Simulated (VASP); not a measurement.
Wanted: the native input for a VASP 6.6.1 run.

```
Task                   : single point
Functional             : r2SCAN
Potentials or basis    : VASP PAW PBE potentials, release 64 (Ru_sv)
Cutoff                 : 620 eV
k mesh                 : 20 × 20 × 20
Occupations            : gaussian, width 0.1 eV
Spin                   : no spin polarisation
Dipole correction      : no
Further INCAR settings : ALGO = Normal; EDIFF = 1e-06; NBANDS = 14
```

The system is Ru.

```
Ru
1.0
    -1.50928    1.50928    1.50928
     1.50928   -1.50928    1.50928
     1.50928    1.50928   -1.50928
Ru
1
Direct
  0.00000 0.00000 0.00000
```

This isn't the form of Ru at room conditions, which is hcp.

The input as run:

POSCAR

```
Ru
1.0
   -1.5092818654      1.5092818654      1.5092818654
    1.5092818654     -1.5092818654      1.5092818654
    1.5092818654      1.5092818654     -1.5092818654
Ru
1
Direct
    0.0000000000      0.0000000000      0.0000000000
```

INCAR.step1

```
  PREC = Accurate
  ENCUT = 620
  ISMEAR = 0
  SIGMA = 0.1
  LREAL = F
  LASPH = T
  NELM = 120
  NBANDS = 14
  GGA = PE
  ALGO = Normal
  EDIFF = 1E-5
  LWAVE = T
  LCHARG = F
  GGA_COMPAT = F
```

INCAR.step2

```
  PREC = Accurate
  ENCUT = 620
  EDIFF = 1E-6
  ISMEAR = 0
  SIGMA = 0.1
  LREAL = F
  LASPH = T
  NELM = 120
  ALGO = Normal
  ISIF = 2
  LWAVE = F
  LCHARG = T
  METAGGA = R2SCAN
  LMIXTAU = T
  LELF = T
  LVHAR = T
  NBANDS = 14
  ISTART = 1
  GGA_COMPAT = F
```

KPOINTS

```
regular mesh
0
Gamma
  20 20 20
```

Potentials or basis: VASP PAW PBE potentials, release 64 (Ru_sv).

The run is started by

```console
$ cat potpaw_PBE.64/Ru_sv/POTCAR > POTCAR
$ cp INCAR.step1 INCAR
$ mpirun -np 1 vasp_std > vasp.out
$ cp INCAR.step2 INCAR
$ mpirun -np 1 vasp_std > vasp.out
```

It gave:

```yaml
Pressure: 4.2 GPa
Band_gap_on_the_k_mesh: zero (bands 8 and 9 overlap by 3.74 eV)
```

Caveat: the cell stands under pressure; the PAW data sets were made with another functional, which shifts forces and pressure a little.

Wall time 120 s on 1 thread of Intel(R) Xeon(R) Platinum 8259CL CPU @ 2.50GHz (Skylake/Cascade Lake), with other jobs on the host, peak memory 0.19 GiB.
